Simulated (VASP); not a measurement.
# CaF2 (Fm-3m) in VASP: single point with LDA

Aim: the single point of CaF2 with LDA.

All numbers are computed with VASP 6.6.1; they aren't measurements. Logs are shortened: lines on timing, memory, paths and dates and some standing lists are left out, and cuts for length are marked.

## Step 1: The cell of the first run

It takes space group Fm-3m (No. 225, cubic). The conventional cell has a = 5.570 Å, b = 5.570 Å, c = 5.570 Å, α = 90.00°, β = 90.00°, γ = 90.00°. Within 3.2 Å of Ca (site symmetry m-3m) lie 8 F at 2.41 Å. Within 3.2 Å of F (site symmetry -43m) lie 4 Ca at 2.41 Å and 6 F at 2.78 Å.

## Step 2: Single point, LDA (14.40 Å³/atom)

The input, INCAR:

```
ALGO = Normal ; EDIFF = 1E-6
ENCUT = 600 ; GGA_COMPAT = F
ISIF = 2 ; ISMEAR = -1
LASPH = T ; LCHARG = T
LELF = T ; LREAL = F
LVHAR = T ; LWAVE = F
NBANDS = 19 ; NELM = 120
PREC = Accurate ; SIGMA = 0.03
```

The input, KPOINTS:

```
k-points
0
Gamma
  10 10 10
```

The input, POSCAR:

```
CaF2
1.0
    0.0000000000      2.7848175212      2.7848175212
    2.7848175212      0.0000000000      2.7848175212
    2.7848175212      2.7848175212      0.0000000000
Ca F
1 2
Direct
    0.0000000000      0.0000000000      0.0000000000
    0.2500000000      0.2500000000      0.2500000000
    0.7500000000      0.7500000000      0.7500000000
```

Potentials or basis: VASP PAW LDA potentials, release 64 (Ca_sv, F).

Command:

```
> cat potpaw_LDA.64/Ca_sv/POTCAR potpaw_LDA.64/F/POTCAR > POTCAR
> mpirun -np 1 vasp_std > vasp.out
```

OUTCAR:

```text
EDIFF = 1E-6
   ENCUT = 600
   ISIF = 2
   ISMEAR = -1
   LASPH = T
   LREAL = F
   NELM = 120
   PREC = Accurate

 ion  position               nearest neighbor table
   1  0.000  0.000  0.000-   3 2.41   3 2.41   3 2.41   2 2.41   2 2.41   2 2.41   3 2.41   2 2.41

   2  0.250  0.250  0.250-   1 2.41   1 2.41   1 2.41   1 2.41
   3  0.750  0.750  0.750-   1 2.41   1 2.41   1 2.41   1 2.41

  LATTYP: Found a face centered cubic cell.
 ALAT       =     5.5696350424

  Lattice vectors:

 A1 = (   0.0000000000,   2.7848175212,   2.7848175212)
 A2 = (   2.7848175212,   0.0000000000,   2.7848175212)
 A3 = (   2.7848175212,   2.7848175212,   0.0000000000)

Analysis of symmetry for initial positions (statically):
=====================================================================
 Subroutine PRICEL returns:
 Original cell was already a primitive cell.

 Routine SETGRP: Setting up the symmetry group for a
 face centered cubic supercell.

 Subroutine GETGRP returns: Found 48 space group operations
 (whereof 48 operations were pure point group operations)
 out of a pool of 48 trial point group operations.

The static configuration has the point symmetry O_h .

Analysis of symmetry for dynamics (positions and initial velocities):
=====================================================================
 Subroutine PRICEL returns:
 Original cell was already a primitive cell.

 Routine SETGRP: Setting up the symmetry group for a
 face centered cubic supercell.

 Subroutine GETGRP returns: Found 48 space group operations
 (whereof 48 operations were pure point group operations)
 out of a pool of 48 trial point group operations.

The dynamic configuration has the point symmetry O_h .

 Subroutine INISYM returns: Found 48 space group operations
 (whereof 48 operations are pure point group operations),
 and found     1 'primitive' translations

----------------------------------------------------------------------------------------

                                     Primitive cell

  volume of cell :      43.1937

  direct lattice vectors                    reciprocal lattice vectors
     0.000000000  2.784817521  2.784817521    -0.179544978  0.179544978  0.179544978
     2.784817521  0.000000000  2.784817521     0.179544978 -0.179544978  0.179544978
     2.784817521  2.784817521  0.000000000     0.179544978  0.179544978 -0.179544978

  length of vectors
     3.938326707  3.938326707  3.938326707     0.310981024  0.310981024  0.310981024

  position of ions in fractional coordinates (direct lattice)
     0.000000000  0.000000000  0.000000000
     0.250000000  0.250000000  0.250000000
     0.750000000  0.750000000  0.750000000

  ion indices of the primitive-cell ions
   primitive index   ion index
                 1           1
                 2           2
                 3           3

----------------------------------------------------------------------------------------

 KPOINTS: k-points

Automatic generation of k-mesh.
 Grid dimensions read from file:
 generate k-points for:   10   10   10

 Generating k-lattice:

  Cartesian coordinates                     Fractional coordinates (reciprocal lattice)
    -0.017954498  0.017954498  0.017954498     0.100000000  0.000000000  0.000000000
     0.017954498 -0.017954498  0.017954498     0.000000000  0.100000000  0.000000000
     0.017954498  0.017954498 -0.017954498     0.000000000  0.000000000  0.100000000

  Length of vectors
     0.031098102  0.031098102  0.031098102

  Shift w.r.t. Gamma in fractional coordinates (k-lattice)
     0.000000000  0.000000000  0.000000000

 Subroutine IBZKPT returns following result:
 ===========================================

 Found     47 irreducible k-points:

 Following reciprocal coordinates:
            Coordinates               Weight
  0.000000  0.000000  0.000000      1.000000
  0.100000  0.000000  0.000000      8.000000
  0.200000  0.000000  0.000000      8.000000
  0.300000  0.000000  0.000000      8.000000
  0.400000  0.000000  0.000000      8.000000
  0.500000  0.000000  0.000000      4.000000
[... 16 lines left out ...]
  0.300000  0.300000  0.000000      6.000000
  0.400000  0.300000  0.000000     24.000000
 [... further k-points ...]
   k-points           NKPTS =     47   k-points in BZ     NKDIM =     47   number of bands    NBANDS=     19
   number of dos      NEDOS =    301   number of ions     NIONS =      3
   total plane-waves  NPLWV =  32768
   dimension x,y,z NGX =    32 NGY =   32 NGZ =   32
   dimension x,y,z NGXF=    64 NGYF=   64 NGZF=   64
   ions per type =               1   2
   NGX,Y,Z   is equivalent  to a cutoff of  13.51, 13.51, 13.51 a.u.
   NGXF,Y,Z  is equivalent  to a cutoff of  27.02, 27.02, 27.02 a.u.
 SYSTEM =  unknown system
   PREC   = accura    normal or accurate (medium, high low for compatibility)
   ISTART =      0    job   : 0-new  1-cont  2-samecut
   ICHARG =      2    charge: 1-file 2-atom 10-const
   ISPIN  =      1    spin polarized calculation?
   LNONCOLLINEAR =      F non collinear calculations
   LSORBIT =      F    spin-orbit coupling
   LASPH  =      T    aspherical Exc in radial PAW
   ENCUT  =  600.0 eV  44.10 Ry    6.64 a.u.   7.87  7.87  7.87*2*pi/ulx,y,z
   NELM   =    120;   NELMIN=  2; NELMDL= -5     # of ELM steps
   EDIFF  = 0.1E-05   stopping-criterion for ELM
   LREAL  =      F    real-space projection
   EDIFFG = 0.1E-04   stopping-criterion for IOM
   NSW    =      0    number of steps for IOM
   IBRION =     -1    ionic relax: 0-MD 1-quasi-New 2-CG
   NFREE  =      0    steps in history (QN), initial steepest desc. (CG)
   ISIF   =      2    stress and relaxation
   ISYM   =      2    0-nonsym 1-usesym 2-fastsym
   POTIM  = 0.5000    time-step for ionic-motion
   TEBEG  =    0.0;   TEEND  =   0.0 temperature during run
   PSTRESS=    0.0 pullay stress
   NELECT =      24.0000    total number of electrons
   NUPDOWN=      -1.0000    fix difference up-down
   EMIN   =  10.00;   EMAX   =-10.00  energy-range for DOS
   EFERMI =   0.00;   METHOD = LEGACY
   ISMEAR =    -1;   SIGMA  =   0.03  broadening in eV -4-tet -1-fermi 0-gaus
   EFERMI_NEDOS =   21; number of points for ismear=-14 and -15
   IALGO  =     38    algorithm
   IMIX   =      4    mixing-type and parameters
     AMIX     =   0.40;   BMIX     =  1.00
     AMIX_MAG =   1.60;   BMIX_MAG =  1.00
  volume/ion in A,a.u.               =      14.40        97.16
  Fermi-wavevector in a.u.,A,eV,Ry     =   1.345876  2.543338 24.645365  1.811383
  Thomas-Fermi vector in A             =   2.473754
   LORBIT       =      0    0 simple, 1 ext, 2 COOP (PROOUT), +10 PAW based schemes
   GGA     = CA    functional components
   LHFCALC =     F    Hartree Fock is set to
   AEXX    =    0.0000 exact exchange contribution
   IVDW    =     0    specifies the selected vdW correction
   LEPSILON=     F    determine dielectric tensor
   LRPA    =     F    only Hartree local field effects (RPA)
 non-spin polarized calculation
  energy-cutoff  :      600.00
  volume of cell :       43.19
 maximum number of plane-waves:      1459
   NGX = 15   NGY = 15   NGZ = 15

 number of electron      24.0000019 magnetization

 Free energy of the ion-electron system (eV)
  ---------------------------------------------------
  ext. energy  EPLUGINS =         0.00000000
  ---------------------------------------------------
  free energy    TOTEN  =       -18.84359159 eV

  energy without entropy =      -18.84359159  energy(sigma->0) =      -18.84359159

 E-fermi :  -1.0732     XC(G=0): -10.0814

 val. band max:       -1.6659302111   @ k =   0.5000   0.5000   0.0000
 cond. band min:       4.9077948907   @ k =   0.0000   0.0000   0.0000
 fundamental gap:      6.5737251018
 Fermi energy:        -1.0732202179

 k-point     1 :       0.0000    0.0000    0.0000
  band No.  band energies     occupation
      1     -37.3762      2.00000
      2     -21.0539      2.00000
      3     -20.3255      2.00000
      4     -18.6161      2.00000
      5     -18.6161      2.00000
      6     -18.6161      2.00000
[... 11 lines left out ...]
     18       9.0761      0.00000
     19      14.3451      0.00000

 k-point     2 :       0.1000    0.0000    0.0000
  band No.  band energies     occupation
      1     -37.3737      2.00000
      2     -21.0825      2.00000
      3     -20.3483      2.00000
      4     -18.6195      2.00000
      5     -18.6195      2.00000
      6     -18.5699      2.00000
[... 11 lines left out ...]
     18       9.0536      0.00000
     19      13.8540      0.00000

 k-point     3 :       0.2000    0.0000    0.0000
  band No.  band energies     occupation
      1     -37.3670      2.00000
      2     -21.1419      2.00000
      3     -20.4249      2.00000
      4     -18.6284      2.00000
      5     -18.6284      2.00000
      6     -18.4460      2.00000
[... 11 lines left out ...]
     18       8.9944      0.00000
     19      12.8588      0.00000

 k-point     4 :       0.3000    0.0000    0.0000
  band No.  band energies     occupation
      1     -37.3588      2.00000
      2     -21.1880      2.00000
      3     -20.5468      2.00000
      4     -18.6393      2.00000
      5     -18.6393      2.00000
      6     -18.2902      2.00000
[... 11 lines left out ...]
     18       8.9206      0.00000
     19      11.8900      0.00000

 k-point     5 :       0.4000    0.0000    0.0000
  band No.  band energies     occupation
      1     -37.3521      2.00000
      2     -21.2013      2.00000
      3     -20.6676      2.00000
      4     -18.6481      2.00000
      5     -18.6481      2.00000
      6     -18.1637      2.00000
[... 11 lines left out ...]
     18       8.8605      0.00000
     19      11.2594      0.00000

 k-point     6 :       0.5000    0.0000    0.0000
  band No.  band energies     occupation
      1     -37.3495      2.00000
      2     -21.1989      2.00000
      3     -20.7208      2.00000
      4     -18.6514      2.00000
      5     -18.6514      2.00000
      6     -18.1154      2.00000
[... 11 lines left out ...]
     18       8.8374      0.00000
     19      11.0828      0.00000

 k-point     7 :       0.1000    0.1000    0.0000
  band No.  band energies     occupation
      1     -37.3728      2.00000
      2     -21.0934      2.00000
      3     -20.3530      2.00000
      4     -18.6245      2.00000
      5     -18.6245      2.00000
      6     -18.5481      2.00000
[... 11 lines left out ...]
     18       9.0405      0.00000
     19      14.0762      0.00000

 k-point     8 :       0.2000    0.1000    0.0000
  band No.  band energies     occupation
      1     -37.3676      2.00000
      2     -21.1442      2.00000
      3     -20.4077      2.00000
      4     -18.6348      2.00000
      5     -18.6239      2.00000
      6     -18.4565      2.00000
[... 256 lines left out ...]
 k-point    20 :      -0.4000    0.2000    0.0000
  band No.  band energies     occupation
      1     -37.3459      2.00000
      2     -21.1321      2.00000
      3     -20.8848      2.00000
      4     -18.6634      2.00000
      5     -18.4713      2.00000
      6     -18.1972      2.00000
[... 11 lines left out ...]
     18       9.9743      0.00000
     19      11.5099      0.00000

 k-point    21 :      -0.3000    0.2000    0.0000
  band No.  band energies     occupation
      1     -37.3496      2.00000
      2     -21.1599      2.00000
      3     -20.7857      2.00000
      4     -18.6516      2.00000
      5     -18.4737      2.00000
      6     -18.2660      2.00000
[... 11 lines left out ...]
     18       9.5045      0.00000
     19      12.0637      0.00000

 k-point    22 :      -0.2000    0.2000    0.0000
  band No.  band energies     occupation
      1     -37.3559      2.00000
      2     -21.1853      2.00000
      3     -20.6212      2.00000
      4     -18.6388      2.00000
      5     -18.5370      2.00000
      6     -18.3318      2.00000
[... 11 lines left out ...]
     18       9.1169      0.00000
     19      12.5260      0.00000

 k-point    23 :       0.3000    0.3000    0.0000
  band No.  band energies     occupation
      1     -37.3530      2.00000
      2     -21.2920      2.00000
      3     -20.5100      2.00000
      4     -18.6739      2.00000
      5     -18.6739      2.00000
      6     -18.1751      2.00000
[... 11 lines left out ...]
     18       8.8626      0.00000
     19      13.7706      0.00000

 k-point    24 :       0.4000    0.3000    0.0000
  band No.  band energies     occupation
      1     -37.3477      2.00000
      2     -21.3139      2.00000
      3     -20.5935      2.00000
      4     -18.6840      2.00000
      5     -18.6471      2.00000
      6     -18.1045      2.00000
[... 11 lines left out ...]
     18       9.1329      0.00000
     19      13.2772      0.00000

 [... further k-points ...]
[... 5 lines left out ...]
  --------------------------------------------------------------------------------------
  -------------------------------------------------------------------------------------
  Total       -2.6545888     -2.6545888     -2.6545888      0.0000000      0.0000000      0.0000000
  in kB      -98.4663012    -98.4663012    -98.4663012      0.0000000      0.0000000      0.0000000
  external PRESSURE =     -98.4663012 kB  Pullay stress =       0.0000000 kB

 VOLUME and BASIS-vectors are now :
 -----------------------------------------------------------------------------
  energy-cutoff  :      600.00
  volume of cell :       43.19
      direct lattice vectors                 reciprocal lattice vectors
     0.000000000  2.784817521  2.784817521    -0.179544978  0.179544978  0.179544978
     2.784817521  0.000000000  2.784817521     0.179544978 -0.179544978  0.179544978
     2.784817521  2.784817521  0.000000000     0.179544978  0.179544978 -0.179544978

 POSITION                                       TOTAL-FORCE (eV/Angst)
 -----------------------------------------------------------------------------------
      0.00000      0.00000      0.00000        -0.000000     -0.000000     -0.000000
      1.39241      1.39241      1.39241         0.000000      0.000000      0.000000
      4.17723      4.17723      4.17723        -0.000000     -0.000000     -0.000000
 -----------------------------------------------------------------------------------
    total drift:                                0.000000     -0.000000      0.000000

  FREE ENERGIE OF THE ION-ELECTRON SYSTEM (eV)
  ---------------------------------------------------
  free  energy   TOTEN  =       -18.8435915888 eV

  energy  without entropy=      -18.8435915888  energy(sigma->0) =      -18.84359159
```

Wall time 18 s (1 thread of Intel Xeon Platinum 8559C (Emerald Rapids), shared host); peak memory 0.18 GiB.

Results:

| Property | Result |
| --- | --- |
| Free energy | -18.8436 eV |
| Pressure | -9.8 GPa |
| Band gap on the k mesh | 6.57 eV (least direct gap 6.82 eV) |

Levels at points of the mesh, in eV from the valence-band top:
```
           k point  band 10  band 11  band 12  band 13  band 14  band 15
(0.00, 0.00, 0.00)    -0.25    -0.25    -0.25     6.57     8.81     8.81
(0.50, 0.00, 0.00)    -1.20    -0.81    -0.81     9.00     9.00     9.27
(0.50, 0.50, 0.00)    -0.34    -0.34     0.00     7.71     9.09     9.70
```

Caveat: the cell stands under tension. A k mesh can miss the band edges.
